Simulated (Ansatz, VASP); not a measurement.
# One calculation of Si2W, two programs

The input INCAR:

```
SYSTEM = Si2W
PREC = Accurate
ENCUT = 520
EDIFF = 1E-6
ISMEAR = 0
SIGMA = 0.03
LREAL = .FALSE.
LASPH = .TRUE.
NELM = 100
ALGO = Normal
ISIF = 2
LWAVE = .FALSE.
LCHARG = .FALSE.
GGA = PE
NBANDS = 43
```

KPOINTS

```
Automatic mesh
0
G
  9 9 6
  0 0 0
```

File POSCAR:

```
Si2W
1.0
    4.5900641255      0.0000000000      0.0000000000
   -2.2950320628      3.9751121377      0.0000000000
    0.0000000000      0.0000000000      6.7175588476
Si W
6 3
Direct
    0.8613670885      0.7227341769      0.5000000000
    0.1386329115      0.8613670885      0.8333333333
    0.7227341769      0.8613670885      0.1666666667
    0.1386329115      0.2772658231      0.5000000000
    0.8613670885      0.1386329115      0.8333333333
    0.2772658231      0.1386329115      0.1666666667
    0.0000000000      0.5000000000      0.1666666667
    0.5000000000      0.5000000000      0.8333333333
    0.5000000000      0.0000000000      0.5000000000
```

Input for Ansatz:

```yaml
crystal:
  lattice:
    - [4.5900641255, 0.0, 0.0]
    - [-2.2950320628, 3.9751121377, 0.0]
    - [0.0, 0.0, 6.7175588476]
  atoms:
    - { symbol: Si, position: [0.8613670885, 0.7227341769, 0.5] }
    - { symbol: Si, position: [0.1386329115, 0.8613670885, 0.8333333333] }
    - { symbol: Si, position: [0.7227341769, 0.8613670885, 0.1666666667] }
    - { symbol: Si, position: [0.1386329115, 0.2772658231, 0.5] }
    - { symbol: Si, position: [0.8613670885, 0.1386329115, 0.8333333333] }
    - { symbol: Si, position: [0.2772658231, 0.1386329115, 0.1666666667] }
    - { symbol: W, position: [0.0, 0.5, 0.1666666667] }
    - { symbol: W, position: [0.5, 0.5, 0.8333333333] }
    - { symbol: W, position: [0.5, 0.0, 0.5] }
basis:
  ecutwfc: 420
kpoints:
  mp_grid: { grid: [9, 9, 6] }
hamiltonian:
  xc: pbe
  pseudopotentials: { kind: paw, azcp: { folder: soft_1 } }
scf:
  occupations: { method: gaussian, width: 0.03 }
output:
  forces: true
  stress: true
  eigenvalues: true
  write_density: true
  write_potential: true
  elf: true
  volumetric_format: npy
```

Alike in both runs: task single point; functional PBE; k mesh 9 × 9 × 6; occupations gaussian, width 0.03 eV; no spin polarisation.

```csv
,VASP,Ansatz
version,VASP 6.6.1,Ansatz 0.2.0
potentials or method,"VASP PAW PBE potentials, release 64 (Si, W_sv), cutoff 520 eV","scalar-relativistic, plane waves, PAW"
valence electrons in the cell,66,66
```

VASP gave:

- gap on the k mesh at the Fermi level (eV): none
- pressure (GPa): 6.9
- traceless stress, the component that is largest in VASP (GPa): -9.64
- rms of the force components (eV/Å): 2.189

Problem. What did Ansatz give for the same quantities?

Solution. gap on the k mesh at the Fermi level (eV): none; pressure (GPa): 6.9; traceless stress, the component that is largest in VASP (GPa): -9.64; rms of the force components (eV/Å): 2.198.

Atom by atom the forces differ by 0.009 eV/Å (rms over components). A gap of «none» marks a metal or a gap that the smearing closes.

Spin-orbit coupling is off throughout.
